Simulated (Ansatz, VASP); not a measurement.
# Two plane-wave programs on La

INCAR

```
SYSTEM = La
PREC = Accurate
ENCUT = 520
EDIFF = 1E-6
ISMEAR = -1
SIGMA = 0.05
LREAL = .False.
LASPH = .True.
NELM = 80
ALGO = Normal
ISIF = 2
LWAVE = .False.
LCHARG = .True.
GGA = PE
LELF = .True.
LVHAR = .True.
NBANDS = 18
```

KPOINTS

```
regular mesh
0
Gamma
  5 5 3
  0 0 0
```

The input POSCAR:

```
La
1.0
    3.7500000000      0.0000000000      0.0000000000
   -1.8750000000      3.2475952642      0.0000000000
    0.0000000000      0.0000000000      6.0700000000
La
2
Direct
    0.6666666667      0.3333333333      0.7500000000
    0.3333333333      0.6666666667      0.2500000000
```

File input.yaml:

```yaml
crystal:
  lattice:
    - [3.75, 0.0, 0.0]
    - [-1.875, 3.2475952642, 0.0]
    - [0.0, 0.0, 6.07]
  atoms:
    - { symbol: La, position: [0.6666666667, 0.3333333333, 0.75] }
    - { symbol: La, position: [0.3333333333, 0.6666666667, 0.25] }
hamiltonian:
  xc: pbe
  pseudopotentials: { kind: paw }
kpoints:
  mp_grid: { grid: [5, 5, 3] }
scf:
  occupations: { method: fermi_dirac, width: 0.05 }
  n_extra_bands: 6
output:
  forces: true
  stress: true
  eigenvalues: true
  dos: { projected: true, de: 0.05, nscf_kmesh: { grid: [8, 8, 5] } }
  write_density: true
  write_potential: true
  elf: true
  volumetric_format: npy
```

Alike in both runs: functional PBE; k mesh 5 × 5 × 3; occupations fermi-dirac, width 0.05 eV; no spin polarisation.

```csv
,VASP,Ansatz
version,VASP 6.6.1,Ansatz 0.2.0
potentials or method,"VASP PAW PBE potentials, release 64 (La)",Ansatz PAW
plane-wave cutoff (eV),520,420
valence electrons in the cell,22,22
task,single point,projected density of states
```

|  | VASP | Ansatz | Ansatz less VASP |
| --- | --- | --- | --- |
| gap on the k mesh at the Fermi level (eV) | none | none | - |
| pressure (GPa) | 0.6 | 0.5 | -0.07 |
| traceless stress, the component that is largest in VASP (GPa) | -0.96 | -1.02 | -0.058 |

A gap of «none» marks a metal or a gap that the smearing closes.

The k mesh is coarse, so the values compare programs but aren't converged. Neither program's run includes spin-orbit coupling.
